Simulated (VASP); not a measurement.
Here is a VASP 6.6.1 calculation.

The input INCAR:

```
ALGO = Normal
EDIFF = 1E-6
ENCUT = 520
GGA = PE
ISIF = 2
ISMEAR = 0
ISPIN = 2
LASPH = T
LCHARG = F
LORBIT = 11
LREAL = F
LWAVE = F
MAGMOM = 0 0 1
NBANDS = 27
NELM = 150
PREC = Accurate
SIGMA = 0.1
```

KPOINTS

```
k-points
0
Gamma
  6 6 6
```

File POSCAR:

```
Ga2O
1.0
    2.3014781800     -2.7167558700      0.0000000000
    2.3014781800      2.7167558700      0.0000000000
    0.0000000000      0.0000000000      3.5593342900
Ga O
2 1
Direct
    0.0000000000      0.0000000000      0.0000000000
    0.5000000000      0.5000000000      0.0000000000
    0.5000000000      0.5000000000      0.5000000000
```

Potentials or basis: VASP PAW PBE potentials, release 64 (Ga_d, O).

Launch:

```console
$ cat potpaw_PBE.64/Ga_d/POTCAR potpaw_PBE.64/O/POTCAR > POTCAR
$ mpirun -np 1 vasp_std > vasp.out
```

Question: Estimate the band gap on the k mesh.

Answer: Zero (filled and empty bands overlap).

Question: Estimate the pressure.

Answer: 24.8 GPa.

Question: What does it give for the net moment?

Answer: 0.00 μB per cell.

Stress tensor (GPa, compression positive):
```
35.70  0.00  0.00
 0.00  5.00  0.00
 0.00  0.00 33.64
```

Caveat: the cell stands under pressure.
